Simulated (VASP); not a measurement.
# Hf3TaN4: relaxation of volume and atoms at fixed shape with LDA

Hf3TaN4:

```xyz
8
Lattice="4.4725 0.0000 0.0000 0.0000 4.4725 0.0000 0.0000 0.0000 4.4725" Properties=species:S:1:pos:R:3 pbc="T T T"
Hf    0.0000    0.0000    0.0000
Hf    0.0000    2.2363    2.2363
Hf    2.2363    0.0000    2.2363
Ta    2.2363    2.2363    0.0000
N     2.2363    2.2363    2.2363
N     0.0000    0.0000    2.2363
N     0.0000    2.2363    0.0000
N     2.2363    0.0000    0.0000
```

```
Program                : VASP 6.6.1
Task                   : relaxation of volume and atoms at fixed shape
Functional             : LDA
Potentials or basis    : VASP PAW LDA potentials, release 64 (Hf_pv, Ta_pv, N)
Cutoff                 : 600 eV
k mesh                 : 6 × 6 × 6
Occupations            : fermi-dirac, width 0.05 eV
Spin                   : no spin polarisation
Dipole correction      : no
Further INCAR settings : ALGO = Normal; EDIFF = 1e-07; IBRION = 2; EDIFFG = -0.02; NSW = 80; ISIF = 8
```

```json
{
 "Relaxed volume": "10.89 Å³/atom",
 "Relaxed cell": "a = 4.432 Å, b = 4.432 Å, c = 4.432 Å, α = 90.00°, β = 90.00°, γ = 90.00°",
 "Space group after relaxing (to 0.1 Å)": "Pm-3m (No. 221)",
 "Energy gained by relaxing": "8.1 meV/atom",
 "Ionic steps": "3",
 "Pressure after relaxing": "-0.2 GPa",
 "Band gap on the k mesh": "zero (an odd number of electrons rules out a gap without spin polarisation)"
}
```

The path:
| step | energy change (eV) | largest force (eV/Å) | pressure (GPa) | volume (Å³) |
| --- | --- | --- | --- | --- |
| 1 | 0.0000 | 0.0000 | -8.39 | 89.46 |
| 2 | 0.2496 | 0.0000 | 21.50 | 82.09 |
| 3 | -0.0652 | 0.0000 | -0.18 | 87.08 |

Final structure:
```xyz
8
Lattice="4.4325 0.0000 0.0000 0.0000 4.4325 0.0000 0.0000 0.0000 4.4325" Properties=species:S:1:pos:R:3 pbc="T T T"
Hf    0.0000    0.0000    0.0000
Hf    0.0000    2.2162    2.2162
Hf    2.2162    0.0000    2.2162
Ta    2.2162    2.2162    0.0000
N     2.2162    2.2162    2.2162
N     0.0000    0.0000    2.2162
N     0.0000    2.2162    0.0000
N     2.2162    0.0000    0.0000
```

Levels at points of the mesh, in eV from the Fermi level:
```csv
k point,band 27,band 28,band 29,band 30,band 31,band 32,band 33,band 34
"(0.00, 0.00, 0.00)",-3.84,-3.84,-3.23,-3.23,-3.23,-0.93,-0.93,-0.93
"(0.50, 0.00, 0.00)",-4.10,-4.10,-3.38,-2.76,0.39,0.39,1.03,1.03
"(0.50, 0.50, 0.00)",-5.72,-5.49,0.73,0.73,1.70,1.78,1.93,1.93
"(0.50, 0.50, 0.50)",-6.64,-6.64,2.08,2.08,2.08,3.33,3.54,3.54
```

Run time: 4 min on 1 thread of Oxide Virtual Turin-like Processor (shared host), peak memory 0.2 GiB.

Caveat: spin-orbit coupling is left out, which moves the levels of the heavy elements; an odd number of electrons without spin polarisation forces a metal; a magnetic or distorted state may lie lower.
